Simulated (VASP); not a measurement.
# CdS (Pmmn) in VASP: dielectric tensor with PBEsol

Aim: the dielectric tensor of CdS with PBEsol.

All numbers are computed with VASP 6.6.1; they aren't measurements. Logs are shortened: lines on timing, memory, paths and dates and some standing lists are left out, and cuts for length are marked.

## (1) The cell of the first run

It takes space group Pmmn (No. 59, orthorhombic). The conventional cell has a = 3.898 Å, b = 5.511 Å, c = 3.898 Å, α = 90.00°, β = 90.00°, γ = 90.00°. Cd (site symmetry mm2) has 6 S at 2.75 to 2.76 Å within 3.6 Å. Within 3.6 Å of S (site symmetry mm2) lie 6 Cd at 2.75 to 2.76 Å.

## (2) Dielectric tensor, PBEsol

INCAR

```
PREC     = Accurate       # precision mode
ENCUT    = 520            # plane-wave cutoff, eV
EDIFF    = 1E-8           # SCF threshold, eV
ISMEAR   = 0              # smearing method
SIGMA    = 0.01           # smearing width, eV
LREAL    = False          # projectors in reciprocal space
LASPH    = True           # aspherical terms in the spheres
NELM     = 100            # most SCF steps
ALGO     = Normal         # electronic algorithm
ISIF     = 2              # what is computed and relaxed
LWAVE    = False          # write WAVECAR
LCHARG   = False          # write CHGCAR
GGA      = PS             # functional
LEPSILON = True           # dielectric tensor by DFPT
```

KPOINTS

```
regular mesh
0
Gamma
  6 4 6
```

POSCAR

```
CdS
1.0
    3.8984400000      0.0000000000      0.0000000000
    0.0000000000      5.5114900000      0.0000000000
    0.0000000000      0.0000000000      3.8981000000
Cd S
2 2
Direct
    0.5000000000      0.5000000000      0.2430300000
    0.0000000000      0.0000000000      0.7569700000
    0.5000000000      0.0000000000      0.2551600000
    0.0000000000      0.5000000000      0.7448400000
```

Potentials or basis: VASP PAW PBE potentials, release 64 (Cd, S).

On the command line:

```bash
$ cat potpaw_PBE.64/Cd/POTCAR potpaw_PBE.64/S/POTCAR > POTCAR
$ mpirun -np 1 vasp_std > vasp.out
```

OUTCAR:

```text
PREC = Accurate
   ENCUT = 520
   EDIFF = 1E-8
   ISMEAR = 0
   LREAL = False
   LASPH = True
   NELM = 100
   ISIF = 2
   GGA = PS
   LEPSILON = True

 ion  position               nearest neighbor table
   1  0.500  0.500  0.243-   4 2.75   4 2.75   3 2.76   3 2.76   4 2.76   4 2.76
   2  0.000  0.000  0.757-   3 2.75   3 2.75   4 2.76   4 2.76   3 2.76   3 2.76
   3  0.500  0.000  0.255-   2 2.75   2 2.75   1 2.76   1 2.76   2 2.76   2 2.76
   4  0.000  0.500  0.745-   1 2.75   1 2.75   2 2.76   2 2.76   1 2.76   1 2.76

  LATTYP: Found a simple orthorhombic cell.
 ALAT       =     3.8981000000
 B/A-ratio  =     1.0000872220
 C/A-ratio  =     1.4138913830

  Lattice vectors:

 A1 = (   0.0000000000,   0.0000000000,   3.8981000000)
 A2 = (   3.8984400000,   0.0000000000,   0.0000000000)
 A3 = (   0.0000000000,   5.5114900000,   0.0000000000)

Analysis of symmetry for initial positions (statically):
=====================================================================
 Subroutine PRICEL returns:
 Original cell was already a primitive cell.

 Routine SETGRP: Setting up the symmetry group for a
 simple orthorhombic supercell.

 Subroutine GETGRP returns: Found  8 space group operations
 (whereof  4 operations were pure point group operations)
 out of a pool of  8 trial point group operations.

The static configuration has the point symmetry C_2v.
 The point group associated with its full space group is D_2h.

Analysis of symmetry for dynamics (positions and initial velocities):
=====================================================================
 Subroutine PRICEL returns:
 Original cell was already a primitive cell.

 Routine SETGRP: Setting up the symmetry group for a
 simple orthorhombic supercell.

 Subroutine GETGRP returns: Found  8 space group operations
 (whereof  4 operations were pure point group operations)
 out of a pool of  8 trial point group operations.

The dynamic configuration has the point symmetry C_2v.
 The point group associated with its full space group is D_2h.

 Subroutine INISYM returns: Found  8 space group operations
 (whereof  4 operations are pure point group operations),
 and found     1 'primitive' translations

----------------------------------------------------------------------------------------

[... 769 lines left out ...]
      1.94922      0.00000      0.99464         0.000000      0.000000     -0.027523
      0.00000      2.75575      2.90346         0.000000      0.000000      0.027523
 -----------------------------------------------------------------------------------
    total drift:                                0.000000      0.000000      0.000000

  FREE ENERGIE OF THE ION-ELECTRON SYSTEM (eV)
  ---------------------------------------------------
  free  energy   TOTEN  =       -13.2254778176 eV

  energy  without entropy=      -13.2254778176  energy(sigma->0) =      -13.22547782

 HEAD OF MICROSCOPIC STATIC DIELECTRIC TENSOR (INDEPENDENT PARTICLE, excluding Hartree and local field effects)
 ------------------------------------------------------
          11.217982     0.000000     0.000000
           0.000000    10.733039     0.000000
           0.000000     0.000000    11.204440
 ------------------------------------------------------

 Free energy of the ion-electron system (eV)
  ---------------------------------------------------
  ---------------------------------------------------
  free energy    TOTEN  =        -2.37413210 eV

  energy without entropy =       -2.37413210

------------------------ aborting loop because EDIFF is reached ----------------------------------------

--------------------------------------- Ionic step        2  -------------------------------------------

------------------------ aborting loop because EDIFF is reached ----------------------------------------

--------------------------------------- Ionic step        3  -------------------------------------------

 Free energy of the ion-electron system (eV)
  ---------------------------------------------------
  ---------------------------------------------------
  free energy    TOTEN  =        -2.37072825 eV

  energy without entropy =       -2.37072825

------------------------ aborting loop because EDIFF is reached ----------------------------------------

 PIEZOELECTRIC TENSOR FIELD DIRECTION 3  (e Angst)
 -----------------------------------------------------------------------------
    -0.00426  0.00000  0.00000           (  0.00004  0.00000  0.00000)
     0.00000 -0.00533  0.00000           (  0.00000  0.00002  0.00000)
     0.00000  0.00000  0.00467           (  0.00000  0.00000  0.00004)

 PIEZOELECTRIC TENSOR FIELD DIRECTION 3  (C/m^2)
 -----------------------------------------------------------------------------
    -0.00081  0.00000  0.00000
     0.00000 -0.00102  0.00000
     0.00000  0.00000  0.00089

 MACROSCOPIC STATIC DIELECTRIC TENSOR (including local field effects in DFT)
 ------------------------------------------------------
          10.788438     0.000000     0.000000
           0.000000    10.307150     0.000000
           0.000000     0.000000    10.774141
 ------------------------------------------------------

 PIEZOELECTRIC TENSOR (including local field effects)  for field in x, y, z        (e  Angst)
          XX          YY          ZZ          XY          YZ          ZX
  --------------------------------------------------------------------------------
  x     0.00000     0.00000     0.00000     0.00000     0.00000     0.00000
  y     0.00000     0.00000     0.00000     0.00000     0.00000     0.00000
  z     0.00000     0.00000     0.00000     0.00000     0.00000     0.00000

 PIEZOELECTRIC TENSOR (including local field effects)  for field in x, y, z        (C/m^2)
          XX          YY          ZZ          XY          YZ          ZX
  --------------------------------------------------------------------------------
  x     0.00000     0.00000     0.00000     0.00000     0.00000     0.00000
  y     0.00000     0.00000     0.00000     0.00000     0.00000     0.00000
  z     0.00000     0.00000     0.00000     0.00000     0.00000     0.00000

 BORN EFFECTIVE CHARGES (including local field effects) (in |e|, cummulative output)
 ---------------------------------------------------------------------------------
 ion    1
    1     3.10752     0.00000     0.00000
    2     0.00000     3.04517     0.00000
    3     0.00000     0.00000     3.10722
 ion    2
    1     3.10752     0.00000     0.00000
    2     0.00000     3.04517     0.00000
    3     0.00000     0.00000     3.10722
 ion    3
    1    -3.10752     0.00000     0.00000
    2     0.00000    -3.04517     0.00000
    3     0.00000     0.00000    -3.10722
 ion    4
    1    -3.10752     0.00000     0.00000
    2     0.00000    -3.04517     0.00000
    3     0.00000     0.00000    -3.10722
```

Wall time 5.1 min (1 thread of Intel Xeon 6975P-C (Granite Rapids), shared host); peak memory 0.38 GiB.

What came out:

```yaml
Band_gap_on_the_k_mesh: 0.13 eV
Electronic_dielectric_tensor_diagonal: 10.79, 10.31, 10.77
Born_charges_mean_of_the_diagonal: Cd +3.09; S -3.09 e
```

Electronic dielectric tensor:
```
10.79  0.00  0.00
 0.00 10.31  0.00
 0.00  0.00 10.77
```

Born effective charge tensors (e):
atom 1, Cd
```
3.11 0.00 0.00
0.00 3.05 0.00
0.00 0.00 3.11
```
atom 2, Cd
```
3.11 0.00 0.00
0.00 3.05 0.00
0.00 0.00 3.11
```
atom 3, S
```
-3.11  0.00  0.00
 0.00 -3.05  0.00
 0.00  0.00 -3.11
```
atom 4, S
```
-3.11  0.00  0.00
 0.00 -3.05  0.00
 0.00  0.00 -3.11
```

Caveat: the gap is small at this level, which inflates the dielectric constant.
